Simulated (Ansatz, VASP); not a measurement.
**TePb: VASP beside Ansatz**

```xyz
2
Lattice="0.0000 3.1897 3.1897 3.1897 0.0000 3.1897 3.1897 3.1897 0.0000" Properties=species:S:1:pos:R:3 pbc="T T T"
Pb    0.0000    0.0000    0.0000
Te    3.1897    3.1897    3.1897
```

Alike in both runs: task single point; functional LDA; k mesh 10 × 10 × 10; occupations gaussian, width 0.02 eV; no spin polarisation.

|  | VASP | Ansatz |
| --- | --- | --- |
| version | VASP 6.6.1 | Ansatz 0.2.0 |
| potentials or method | VASP PAW LDA potentials, release 64 (Pb_d, Te), cutoff 500 eV | scalar-relativistic, plane waves, PAW |
| valence electrons in the cell | 20 | 30 |

|  | VASP | Ansatz | Ansatz less VASP |
| --- | --- | --- | --- |
| gap on the k mesh at the Fermi level (eV) | 0.55 | 0.57 | +0.016 |
| least direct gap on the mesh (eV) | 0.55 | 0.57 | +0.016 |
| pressure (GPa) | 0.1 | 0.0 | -0.08 |

LDA's correlation is that of Perdew and Zunger in VASP and of Perdew and Wang (1992) in Ansatz. VASP's potentials hold 20 valence electrons a cell and Ansatz's 30, so a difference there can come from the potentials and not from the codes.

Neither program's run includes spin-orbit coupling.
